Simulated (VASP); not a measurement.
# SiC in VASP: a series of runs, part 2 of 2

VASP 6.6.1.

**4. Relaxation of shape and atoms at fixed volume, PBE (11.13 Å³/atom)**

This run uses another cell than the first one, of 11.13 Å³/atom.

File INCAR:

```
PREC = Accurate
ENCUT = 600
EDIFF = 1E-7
ISMEAR = 0
SIGMA = 0.02
LREAL = F
LASPH = T
NELM = 60
ALGO = Normal
ISIF = 4
LWAVE = F
LCHARG = F
GGA = PE
IBRION = 2
NSW = 50
EDIFFG = -0.01
```

File KPOINTS:

```
regular mesh
0
Gamma
  12 12 2
```

File POSCAR:

```
SiC
1.0
    1.5777668392     -2.7327987580      0.0000000000
    1.5777668392      2.7327987580      0.0000000000
    0.0000000000      0.0000000000     15.4843124266
Si C
6 6
Direct
    0.1666625987      0.8333374013      0.8577086564
    0.8333374013      0.1666625987      0.3577086564
    0.5000001078      0.4999998922      0.5244818336
    0.4999998922      0.5000001078      0.0244818336
    0.8333309377      0.1666690623      0.6912147307
    0.1666690623      0.8333309377      0.1912147307
    0.5000013133      0.4999986867      0.6498371866
    0.4999986867      0.5000013133      0.1498371866
    0.1666670428      0.8333329572      0.9826927785
    0.8333329572      0.1666670428      0.4826927785
    0.8333306207      0.1666693793      0.8162048142
    0.1666693793      0.8333306207      0.3162048142
```

Potentials or basis: VASP PAW PBE potentials, release 64 (Si, C).

Command:

```
$ cat potpaw_PBE.64/Si/POTCAR potpaw_PBE.64/C/POTCAR > POTCAR
$ mpirun -np 1 vasp_std > vasp.out
```

OUTCAR:

```text
PREC = Accurate
   ENCUT = 600
   EDIFF = 1E-7
   ISMEAR = 0
   LREAL = F
   LASPH = T
   NELM = 60
   ISIF = 4
   GGA = PE
   IBRION = 2
   NSW = 50
   EDIFFG = -0.01

 ion  position               nearest neighbor table
   1  0.167  0.833  0.858-  11 1.93  11 1.93  11 1.93   9 1.94
   2  0.833  0.167  0.358-  12 1.93  12 1.93  12 1.93  10 1.94
   3  0.500  0.500  0.524-  10 1.93  10 1.93  10 1.93   7 1.94
   4  0.500  0.500  0.024-   9 1.93   9 1.93   9 1.93   8 1.94
   5  0.833  0.167  0.691-   7 1.93   7 1.93   7 1.93  11 1.94
   6  0.167  0.833  0.191-   8 1.93   8 1.93   8 1.93  12 1.94
   7  0.500  0.500  0.650-   5 1.93   5 1.93   5 1.93   3 1.94
   8  0.500  0.500  0.150-   6 1.93   6 1.93   6 1.93   4 1.94
   9  0.167  0.833  0.983-   4 1.93   4 1.93   4 1.93   1 1.94
  10  0.833  0.167  0.483-   3 1.93   3 1.93   3 1.93   2 1.94
  11  0.833  0.167  0.816-   1 1.93   1 1.93   1 1.93   5 1.94
  12  0.167  0.833  0.316-   2 1.93   2 1.93   2 1.93   6 1.94

  LATTYP: Found a hexagonal cell.
[... 269 lines left out ...]

 k-point     1 :       0.0000    0.0000    0.0000
  band No.  band energies     occupation
      1      -7.5401      2.00000
      2      -7.0487      2.00000
      3      -7.0155      2.00000
      4      -5.6181      2.00000
      5      -5.5884      2.00000
      6      -4.2400      2.00000
[... 805 lines left out ...]
     30      12.5172      0.00000
     31      12.9336      0.00000

 [... further k-points ...]
[... 5 lines left out ...]
  --------------------------------------------------------------------------------------
  -------------------------------------------------------------------------------------
  Total       -9.3076614     -9.3074962     -9.3609078      0.0000000      0.0000000      0.0000000
  in kB     -111.6808633   -111.6788808   -112.3197559      0.0000000      0.0000000      0.0000000
  external PRESSURE =    -111.8931667 kB  Pullay stress =       0.0000000 kB

 VOLUME and BASIS-vectors are now :
 -----------------------------------------------------------------------------
  energy-cutoff  :      600.00
  volume of cell :      133.53
      direct lattice vectors                 reciprocal lattice vectors
     1.577626448 -2.732526976  0.000000000     0.316931806 -0.182980810  0.000000000
     1.577626448  2.732526976  0.000000000     0.316931806  0.182980810  0.000000000
     0.000000000  0.000000000 15.487230587     0.000000000  0.000000000  0.064569323

 POSITION                                       TOTAL-FORCE (eV/Angst)
 -----------------------------------------------------------------------------------
      1.57763      1.82170     13.28355         0.000000     -0.000032     -0.000805
      1.57763     -1.82170      5.53994         0.000000      0.000032     -0.000805
      1.57763     -0.00000      8.12206         0.000000      0.000028      0.009001
      1.57763      0.00000      0.37844         0.000000     -0.000028      0.009001
      1.57763     -1.82168     10.70520         0.000000      0.000070      0.002067
      1.57763      1.82168      2.96159         0.000000     -0.000070      0.002067
      1.57763      0.00000     10.06458         0.000000     -0.000045     -0.005348
      1.57763     -0.00000      2.32096         0.000000      0.000045     -0.005348
      1.57763      1.82169     15.21920         0.000000      0.000050     -0.007727
      1.57763     -1.82169      7.47559         0.000000     -0.000050     -0.007727
      1.57763     -1.82167     12.64083         0.000000     -0.000056      0.002812
      1.57763      1.82167      4.89721         0.000000      0.000056      0.002812
 -----------------------------------------------------------------------------------
    total drift:                               -0.000000     -0.000000      0.000016

  FREE ENERGIE OF THE ION-ELECTRON SYSTEM (eV)
  ---------------------------------------------------
  free  energy   TOTEN  =       -90.1082102258 eV

  energy  without entropy=      -90.1082102258  energy(sigma->0) =      -90.10821023

 reached required accuracy - stopping structural energy minimisation
```

CONTCAR:

```text
SiC
   1.00000000000000
     1.5776264483879454   -2.7325269763640656    0.0000000000000000
     1.5776264483879454    2.7325269763640656    0.0000000000000000
     0.0000000000000000    0.0000000000000000   15.4872305865888631
  Si              C
     6     6
Direct
     0.1666637152621837    0.8333362847378163    0.8577101143381940
     0.8333362847378163    0.1666637152621837    0.3577101143381941
     0.5000002659305470    0.4999997340694529    0.5244357638935366
     0.4999997340694529    0.5000002659305470    0.0244357638935366
     0.8333330783667783    0.1666669216332217    0.6912278381355067
     0.1666669216332217    0.8333330783667783    0.1912278381355067
     0.4999992892764203    0.5000007107235797    0.6498628514161157
     0.5000007107235797    0.4999992892764203    0.1498628514161157
     0.1666665354235431    0.8333334645764570    0.9826936476497066
     0.8333334645764570    0.1666665354235431    0.4826936476497066
     0.8333301759999612    0.1666698240000317    0.8162097845669407
     0.1666698240000317    0.8333301759999612    0.3162097845669407

  0.00000000E+00  0.00000000E+00  0.00000000E+00
  0.00000000E+00  0.00000000E+00  0.00000000E+00
  0.00000000E+00  0.00000000E+00  0.00000000E+00
  0.00000000E+00  0.00000000E+00  0.00000000E+00
  0.00000000E+00  0.00000000E+00  0.00000000E+00
  0.00000000E+00  0.00000000E+00  0.00000000E+00
  0.00000000E+00  0.00000000E+00  0.00000000E+00
  0.00000000E+00  0.00000000E+00  0.00000000E+00
  0.00000000E+00  0.00000000E+00  0.00000000E+00
  0.00000000E+00  0.00000000E+00  0.00000000E+00
  0.00000000E+00  0.00000000E+00  0.00000000E+00
  0.00000000E+00  0.00000000E+00  0.00000000E+00
```

It took 8.9 min on 1 thread of Oxide Virtual Turin-like, shared host; peak memory 0.49 GiB.

Results:

```yaml
Free_energy: -90.1082 eV
Energy_gained_by_relaxing: 0.0 meV/atom
Ionic_steps: 2
Pressure_after_relaxing: -11.2 GPa
Largest_force_after_relaxing: 0.009 eV/Å
Band_gap_on_the_k_mesh: 2.04 eV (least direct gap 3.12 eV)
```

Forces in eV/Å, atoms in the order of the input:
```
Si   0.000  0.000 -0.001
Si   0.000  0.000 -0.001
Si   0.000  0.000  0.009
Si   0.000  0.000  0.009
Si   0.000  0.000  0.002
Si   0.000  0.000  0.002
C    0.000  0.000 -0.005
C    0.000  0.000 -0.005
C    0.000  0.000 -0.008
C    0.000  0.000 -0.008
C    0.000  0.000  0.003
C    0.000  0.000  0.003
```

Final structure:
```
Si C
1.0
     1.57763   -2.73253    0.00000
     1.57763    2.73253    0.00000
     0.00000    0.00000   15.48723
Si C
6 6
Direct
  0.16666 0.83334 0.85771
  0.83334 0.16666 0.35771
  0.50000 0.50000 0.52444
  0.50000 0.50000 0.02444
  0.83333 0.16667 0.69123
  0.16667 0.83333 0.19123
  0.50000 0.50000 0.64986
  0.50000 0.50000 0.14986
  0.16667 0.83333 0.98269
  0.83333 0.16667 0.48269
  0.83333 0.16667 0.81621
  0.16667 0.83333 0.31621
```

**5. The runs side by side**

```csv
task,cell,gap on the mesh (eV),pressure (GPa),largest force (eV/Å)
relaxation of cell and atoms,"relaxed from a = 3.095, b = 3.095, c = 15.185 Å, angles 90.0, 90.0, 120.0°, 12 atoms",2.03,0.0,-
relaxation of shape and atoms at fixed volume,"relaxed from a = 3.195, b = 3.195, c = 15.678 Å, angles 90.0, 90.0, 120.0°, 12 atoms",2.05,-16.9,0.01
relaxation of shape and atoms at fixed volume,"relaxed from a = 3.156, b = 3.156, c = 15.484 Å, angles 90.0, 90.0, 120.0°, 12 atoms",2.04,-11.2,0.01
```

Alike in all rows: level PBE; potentials or basis VASP PAW PBE potentials, release 64 (Si, C); no spin polarisation; k mesh 12 × 12 × 2; cutoff (eV) 600; smearing gaussian 0.02 eV.

Absolute energies hang on the potentials; compare differences alone.
